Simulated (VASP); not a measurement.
# AlNi in VASP: further runs

Runs on AlNi. Level: PBEsol. Tasks: single point.

Program: VASP 6.6.1. These are calculated values, not measurements. Logs are shortened: lines on timing, memory, paths and dates and some standing lists are left out, and cuts for length are marked.

**1. The cell of the first run**

The structure is orthorhombic, space group Cmmm (No. 65). The conventional cell has a = 3.862 Å, b = 4.209 Å, c = 2.976 Å, α = 90.00°, β = 90.00°, γ = 90.00°. Al (site symmetry mmm) has 8 Ni at 2.44 to 2.58 Å and 6 Al at 2.86 to 2.98 Å within 3.2 Å. Within 3.2 Å of Ni (site symmetry mmm) lie 8 Al at 2.44 to 2.58 Å and 6 Ni at 2.86 to 2.98 Å.

**2. Single point, PBEsol**

The input, INCAR:

```
  ALGO = Fast
  EDIFF = 1E-6
  ENCUT = 520
  GGA = PS
  ISIF = 2
  ISMEAR = 0
  ISYM = 0
  LASPH = T
  LCHARG = F
  LREAL = F
  LWAVE = F
  NBANDS = 14
  NELM = 80
  PREC = Accurate
  SIGMA = 0.1
```

The input, KPOINTS:

```
k-points
0
Gamma
  12 8 18
```

The input, POSCAR:

```
AlNi
1.0
    2.9764078219      0.0000000000      0.0000000000
    0.0000000000      4.2092763088      0.0000000000
    0.0000000000      2.1046381544      1.9310011296
Al Ni
1 1
Direct
    0.0000000000      0.0000000000      0.0000000000
    0.5000000000      0.5000000000      0.0000000000
```

Potentials or basis: VASP PAW PBE potentials, release 64 (Al, Ni).

The run is started by

```console
$ cat potpaw_PBE.64/Al/POTCAR potpaw_PBE.64/Ni/POTCAR > POTCAR
$ mpirun -np 1 vasp_std > vasp.out
```

OUTCAR:

```text
EDIFF = 1E-6
   ENCUT = 520
   GGA = PS
   ISIF = 2
   ISMEAR = 0
   ISYM = 0
   LASPH = T
   LREAL = F
   NELM = 80
   PREC = Accurate

 ion  position               nearest neighbor table
   1  0.000  0.000  0.000-   2 2.44   2 2.44   2 2.44   2 2.44   2 2.58   2 2.58   2 2.58   2 2.58

   2  0.500  0.500  0.000-   1 2.44   1 2.44   1 2.44   1 2.44   1 2.58   1 2.58   1 2.58   1 2.58

IMPORTANT INFORMATION: All symmetrisations will be switched off!
NOSYMM: (Re-)initialisation of all symmetry stuff for point group C_1.

----------------------------------------------------------------------------------------

                                     Primitive cell

  volume of cell :      24.1926

  direct lattice vectors                    reciprocal lattice vectors
     2.976407822  0.000000000  0.000000000     0.335975464  0.000000000  0.000000000
     0.000000000  4.209276309  0.000000000     0.000000000  0.237570529 -0.258933044
     0.000000000  2.104638154  1.931001130     0.000000000  0.000000000  0.517866088

  length of vectors
     2.976407822  4.209276309  2.856268041     0.335975464  0.351405859  0.517866088

  position of ions in fractional coordinates (direct lattice)
     0.000000000  0.000000000  0.000000000
     0.500000000  0.500000000  0.000000000

  ion indices of the primitive-cell ions
   primitive index   ion index
                 1           1
                 2           2

----------------------------------------------------------------------------------------

 KPOINTS: k-points

Automatic generation of k-mesh.
 Grid dimensions read from file:
 generate k-points for:   12    8   18

 Generating k-lattice:

  Cartesian coordinates                     Fractional coordinates (reciprocal lattice)
     0.027997955  0.000000000  0.000000000     0.083333333  0.000000000  0.000000000
     0.000000000  0.029696316 -0.032366630     0.000000000  0.125000000  0.000000000
     0.000000000  0.000000000  0.028770338     0.000000000  0.000000000  0.055555556

  Length of vectors
     0.027997955  0.043925732  0.028770338

  Shift w.r.t. Gamma in fractional coordinates (k-lattice)
     0.000000000  0.000000000  0.000000000

 -----------------------------------------------------------------------------
|                                                                             |
|           W    W    AA    RRRRR   N    N  II  N    N   GGGG   !!!           |
|           W    W   A  A   R    R  NN   N  II  NN   N  G    G  !!!           |
|           W    W  A    A  R    R  N N  N  II  N N  N  G       !!!           |
|           W WW W  AAAAAA  RRRRR   N  N N  II  N  N N  G  GGG   !            |
[... 75 lines left out ...]
   TEBEG  =    0.0;   TEEND  =   0.0 temperature during run
   PSTRESS=    0.0 pullay stress
   NELECT =      13.0000    total number of electrons
   NUPDOWN=      -1.0000    fix difference up-down
   EMIN   =  10.00;   EMAX   =-10.00  energy-range for DOS
   EFERMI =   0.00;   METHOD = LEGACY
   ISMEAR =     0;   SIGMA  =   0.10  broadening in eV -4-tet -1-fermi 0-gaus
   EFERMI_NEDOS =   21; number of points for ismear=-14 and -15
   IALGO  =     68    algorithm
   IMIX   =      4    mixing-type and parameters
     AMIX     =   0.40;   BMIX     =  1.00
     AMIX_MAG =   1.60;   BMIX_MAG =  1.00
  volume/ion in A,a.u.               =      12.10        81.63
  Fermi-wavevector in a.u.,A,eV,Ry     =   1.330950  2.515131 24.101748  1.771429
  Thomas-Fermi vector in A             =   2.459998
   LORBIT       =      0    0 simple, 1 ext, 2 COOP (PROOUT), +10 PAW based schemes
   GGA     = PS    functional components
   LHFCALC =     F    Hartree Fock is set to
   AEXX    =    0.0000 exact exchange contribution
   IVDW    =     0    specifies the selected vdW correction
   LEPSILON=     F    determine dielectric tensor
   LRPA    =     F    only Hartree local field effects (RPA)
 non-spin polarized calculation
 RMM-DIIS sequential band-by-band and
 Gauss-broadening in eV      SIGMA  =   0.10
  energy-cutoff  :      520.00
  volume of cell :       24.19
 maximum number of plane-waves:       671
 NGX is ok and might be reduce to    24
   NGX = 11   NGY = 15   NGZ = 11

 number of electron      12.9999996 magnetization

 Free energy of the ion-electron system (eV)
  ---------------------------------------------------
  ext. energy  EPLUGINS =         0.00000000
  ---------------------------------------------------
  free energy    TOTEN  =       -11.51010480 eV

  energy without entropy =      -11.50605745  energy(sigma->0) =      -11.50808113

 E-fermi :   9.7323     XC(G=0): -12.1073

 val. band max:        9.7295195496   @ k =   0.3333  -0.2500   0.0556
 cond. band min:       9.7323859402   @ k =  -0.4167  -0.3750   0.2222
 fundamental gap:      0.0028663905
 Fermi energy:         9.7322658413

 k-point     1 :       0.0000    0.0000    0.0000
  band No.  band energies     occupation
      1      -1.3011      2.00000
      2       6.5235      2.00000
      3       6.6025      2.00000
      4       8.0668      2.00000
      5       8.2647      2.00000
      6       8.2853      2.00000
      7      14.2063      0.00000
      8      15.4933      0.00000
      9      16.0565      0.00000
     10      17.6122      0.00000
     11      18.0961      0.00000
     12      23.3772      0.00000
     13      30.2187      0.00000
     14      30.3293      0.00000
[... 377 lines left out ...]
      1       1.6397      2.00000
      2       5.7554      2.00000
      3       6.8282      2.00000
      4       7.3850      2.00000
      5       7.8234      2.00000
      6       8.0123      2.00000
      7       9.6742      1.58841
      8      12.7153      0.00000
      9      17.1569      0.00000
     10      19.1522      0.00000
     11      21.6888      0.00000
     12      24.1007      0.00000
     13      25.9416      0.00000
     14      26.8885      0.00000

 [... further k-points ...]
[... 5 lines left out ...]
  --------------------------------------------------------------------------------------
  -------------------------------------------------------------------------------------
  Total       -0.7717198     -1.9378232      0.9056640      0.0000022     -0.0105197     -0.0000037
  in kB      -51.1078774   -128.3341803     59.9784572      0.0001449     -0.6966785     -0.0002471
  external PRESSURE =     -39.8212002 kB  Pullay stress =       0.0000000 kB

 VOLUME and BASIS-vectors are now :
 -----------------------------------------------------------------------------
  energy-cutoff  :      520.00
  volume of cell :       24.19
      direct lattice vectors                 reciprocal lattice vectors
     2.976407822  0.000000000  0.000000000     0.335975464  0.000000000  0.000000000
     0.000000000  4.209276309  0.000000000     0.000000000  0.237570529 -0.258933044
     0.000000000  2.104638154  1.931001130     0.000000000  0.000000000  0.517866088

 POSITION                                       TOTAL-FORCE (eV/Angst)
 -----------------------------------------------------------------------------------
      0.00000      0.00000      0.00000         0.000000     -0.000000      0.000000
      1.48820      2.10464      0.00000        -0.000000      0.000000     -0.000000
 -----------------------------------------------------------------------------------
    total drift:                               -0.000000      0.000000     -0.000000

  FREE ENERGIE OF THE ION-ELECTRON SYSTEM (eV)
  ---------------------------------------------------
  free  energy   TOTEN  =       -11.5101048046 eV

  energy  without entropy=      -11.5060574487  energy(sigma->0) =      -11.50808113
```

OSZICAR:

```text
N       E                     dE             d eps       ncg     rms          rms(c)
DAV:   1     0.394871563123E+02    0.39487E+02   -0.53784E+03 24720   0.966E+02
DAV:   2    -0.113604763179E+02   -0.50848E+02   -0.45833E+02 26158   0.179E+02
DAV:   3    -0.130909901996E+02   -0.17305E+01   -0.17137E+01 30416   0.367E+01
DAV:   4    -0.131139018749E+02   -0.22912E-01   -0.22905E-01 28836   0.384E+00
DAV:   5    -0.131145816981E+02   -0.67982E-03   -0.67981E-03 31278   0.720E-01    0.126E+01
RMM:   6    -0.153553529757E+02   -0.22408E+01   -0.16224E+01 29656   0.502E+01    0.178E+01
RMM:   7    -0.115312870079E+02    0.38241E+01   -0.45094E+00 27237   0.258E+01    0.117E+00
RMM:   8    -0.115214865102E+02    0.98005E-02   -0.10694E-01 25894   0.325E+00    0.779E-01
RMM:   9    -0.115143032201E+02    0.71833E-02   -0.32758E-02 27456   0.112E+00    0.578E-01
RMM:  10    -0.115100842179E+02    0.42190E-02   -0.82973E-03 29665   0.115E+00    0.132E-01
RMM:  11    -0.115103127327E+02   -0.22851E-03   -0.88492E-04 33142   0.353E-01    0.144E-01
RMM:  12    -0.115100940442E+02    0.21869E-03   -0.38404E-04 32638   0.218E-01    0.222E-02
RMM:  13    -0.115101029597E+02   -0.89155E-05   -0.92480E-05 33828   0.656E-02    0.874E-03
RMM:  14    -0.115101044965E+02   -0.15368E-05   -0.16910E-05 33976   0.281E-02    0.255E-03
RMM:  15    -0.115101048046E+02   -0.30808E-06   -0.15882E-06 19155   0.937E-03
   1 F= -.11510105E+02 E0= -.11508081E+02  d E =-.404736E-02
```

stdout:

```text
POSCAR found type information on POSCAR AlNi
 POSCAR found :  2 types and       2 ions
 scaLAPACK will be used
 -----------------------------------------------------------------------------
|                                                                             |
|                                                                             |
|     You enforced a specific xc type in the INCAR file but a different       |
|     I HOPE YOU KNOW WHAT YOU ARE DOING!                                     |
[... 24 lines left out ...]
 FFT: planning ... GRIDC
 FFT: planning ... GRID_SOFT
 FFT: planning ... GRID
 WAVECAR not read
 entering main loop
WARNING in EDDRMM: call to ZHEGV failed, returncode =   8  4     14
WARNING in EDDRMM: call to ZHEGV failed, returncode =   8  4     14
WARNING in EDDRMM: call to ZHEGV failed, returncode =   8  4     13
WARNING in EDDRMM: call to ZHEGV failed, returncode =   8  4     14
```

It took 3.9 min on 1 thread of Intel Xeon Platinum 8259CL at 2.50GHz (Skylake/Cascade Lake), shared host; peak memory 0.41 GiB.

What came out:

```yaml
Free_energy: -11.5101 eV
Pressure: -4.0 GPa
```

Caveat: the PAW data sets were made with another functional, which shifts forces and pressure a little. Spin polarisation is off, so any magnetic state and its effect on volume and gap are missing.

**3. Single point, PBEsol**

This run uses another cell than the first one, of 12.34 Å³/atom, 1.020 times its volume.

The input, INCAR:

```
SYSTEM = AlNi
PREC = Accurate
ENCUT = 520
EDIFF = 1E-6
ISMEAR = 0
SIGMA = 0.1
LREAL = .FALSE.
LASPH = .TRUE.
NELM = 100
ALGO = Fast
ISIF = 2
LWAVE = .FALSE.
LCHARG = .FALSE.
GGA = PS
NBANDS = 14
ISYM = 0
```

The input, KPOINTS:

```
Automatic mesh
0
G
  12 8 18
  0 0 0
```

The input, POSCAR:

```
AlNi
1.0
    2.9764078219      0.0000000000      0.0000000000
    0.0000000000      4.2092758387     -0.0019894550
    0.0000000000      2.1037252589      1.9687201749
Al Ni
1 1
Direct
    0.0000000000      0.0000000000      0.0000000000
    0.5000000000      0.5000000000      0.0000000000
```

Potentials or basis: VASP PAW PBE potentials, release 64 (Al, Ni).

The run is started by

```console
$ cat potpaw_PBE.64/Al/POTCAR potpaw_PBE.64/Ni/POTCAR > POTCAR
$ mpirun -np 1 vasp_std > vasp.out
```

OUTCAR:

```text
SYSTEM = AlNi
   PREC = Accurate
   ENCUT = 520
   EDIFF = 1E-6
   ISMEAR = 0
   LREAL = .FALSE.
   LASPH = .TRUE.
   NELM = 100
   ISIF = 2
   GGA = PS
   ISYM = 0

 ion  position               nearest neighbor table
   1  0.000  0.000  0.000-   2 2.47   2 2.47   2 2.47   2 2.47   2 2.58   2 2.58   2 2.58   2 2.58

   2  0.500  0.500  0.000-   1 2.47   1 2.47   1 2.47   1 2.47   1 2.58   1 2.58   1 2.58   1 2.58

IMPORTANT INFORMATION: All symmetrisations will be switched off!
NOSYMM: (Re-)initialisation of all symmetry stuff for point group C_1.

----------------------------------------------------------------------------------------

                                     Primitive cell

  volume of cell :      24.6776

  direct lattice vectors                    reciprocal lattice vectors
     2.976407822  0.000000000  0.000000000     0.335975464  0.000000000  0.000000000
     0.000000000  4.209275839 -0.001989455     0.000000000  0.237450632 -0.253733821
     0.000000000  2.103725259  1.968720175     0.000000000  0.000239951  0.507687797

  length of vectors
     2.976407822  4.209276309  2.881235688     0.335975464  0.347510654  0.507687853

  position of ions in fractional coordinates (direct lattice)
     0.000000000  0.000000000  0.000000000
     0.500000000  0.500000000  1.000000000

[... 138 lines left out ...]
      4       7.8942      2.00000
      5       8.0482      2.00000
      6       8.0584      2.00000
      7      14.1014      0.00000
      8      15.0591      0.00000
      9      15.5054      0.00000
     10      17.3589      0.00000
     11      17.7073      0.00000
     12      22.7313      0.00000
     13      29.7732      0.00000
     14      29.9046      0.00000
[... 377 lines left out ...]
      1       0.1812      2.00000
      2       6.2341      2.00000
      3       6.5438      2.00000
      4       7.3447      2.00000
      5       7.7321      2.00000
      6       7.8898      2.00000
      7      10.7228      0.00000
      8      12.6895      0.00000
      9      17.1171      0.00000
     10      18.9725      0.00000
     11      21.5874      0.00000
     12      22.9792      0.00000
     13      24.8683      0.00000
     14      27.2277      0.00000

 [... further k-points ...]
[... 5 lines left out ...]
  --------------------------------------------------------------------------------------
  -------------------------------------------------------------------------------------
  Total       -1.2763207     -2.1327767     -0.0057827     -0.0000003      0.0032555      0.0000008
  in kB      -82.8642690   -138.4691026     -0.3754398     -0.0000168      0.2113591      0.0000528
  external PRESSURE =     -73.9029372 kB  Pullay stress =       0.0000000 kB

 VOLUME and BASIS-vectors are now :
 -----------------------------------------------------------------------------
  energy-cutoff  :      520.00
  volume of cell :       24.68
      direct lattice vectors                 reciprocal lattice vectors
     2.976407822  0.000000000  0.000000000     0.335975464  0.000000000  0.000000000
     0.000000000  4.209275839 -0.001989455     0.000000000  0.237450632 -0.253733821
     0.000000000  2.103725259  1.968720175     0.000000000  0.000239951  0.507687797

 POSITION                                       TOTAL-FORCE (eV/Angst)
 -----------------------------------------------------------------------------------
      0.00000      0.00000      0.00000         0.000000     -0.000000      0.000000
      1.48820      2.10464     -0.00099        -0.000000      0.000000     -0.000000
 -----------------------------------------------------------------------------------
    total drift:                               -0.000000      0.000000     -0.000000

  FREE ENERGIE OF THE ION-ELECTRON SYSTEM (eV)
  ---------------------------------------------------
  free  energy   TOTEN  =       -11.5194540090 eV

  energy  without entropy=      -11.5153583682  energy(sigma->0) =      -11.51740619
```

OSZICAR:

```text
N       E                     dE             d eps       ncg     rms          rms(c)
DAV:   1     0.391020350379E+02    0.39102E+02   -0.53763E+03 24710   0.961E+02
DAV:   2    -0.113891910221E+02   -0.50491E+02   -0.45621E+02 25996   0.178E+02
DAV:   3    -0.130791548334E+02   -0.16900E+01   -0.16734E+01 30940   0.362E+01
DAV:   4    -0.131017284682E+02   -0.22574E-01   -0.22567E-01 28678   0.381E+00
DAV:   5    -0.131024008691E+02   -0.67240E-03   -0.67239E-03 31466   0.715E-01    0.125E+01
RMM:   6    -0.154466995829E+02   -0.23443E+01   -0.16555E+01 29608   0.507E+01    0.180E+01
RMM:   7    -0.115422838730E+02    0.39044E+01   -0.46238E+00 27156   0.261E+01    0.114E+00
RMM:   8    -0.115308990972E+02    0.11385E-01   -0.11304E-01 25764   0.333E+00    0.782E-01
RMM:   9    -0.115237742328E+02    0.71249E-02   -0.34132E-02 27378   0.112E+00    0.585E-01
RMM:  10    -0.115194231187E+02    0.43511E-02   -0.82294E-03 29530   0.114E+00    0.122E-01
RMM:  11    -0.115197031244E+02   -0.28001E-03   -0.89234E-04 33040   0.358E-01    0.155E-01
RMM:  12    -0.115194428199E+02    0.26030E-03   -0.42902E-04 31904   0.233E-01    0.202E-02
RMM:  13    -0.115194519240E+02   -0.91042E-05   -0.93613E-05 33789   0.663E-02    0.116E-02
RMM:  14    -0.115194534620E+02   -0.15380E-05   -0.17774E-05 34584   0.288E-02    0.616E-03
RMM:  15    -0.115194540090E+02   -0.54696E-06   -0.16727E-06 20247   0.109E-02
   1 F= -.11519454E+02 E0= -.11517406E+02  d E =-.409564E-02
```

Run time: 4.4 min. Hardware: 1 thread of Intel Xeon Platinum 8259CL at 2.50GHz (Skylake/Cascade Lake), shared host; peak memory 0.41 GiB.

What came out:

```yaml
Free_energy: -11.5195 eV
Pressure: -7.4 GPa
```

Stress tensor (GPa, compression positive):
```
 -8.29   0.00   0.00
  0.00 -13.85   0.02
  0.00   0.02  -0.04
```

Caveat: the PAW data sets were made with another functional, which shifts forces and pressure a little. Spin polarisation is off, so any magnetic state and its effect on volume and gap are missing.
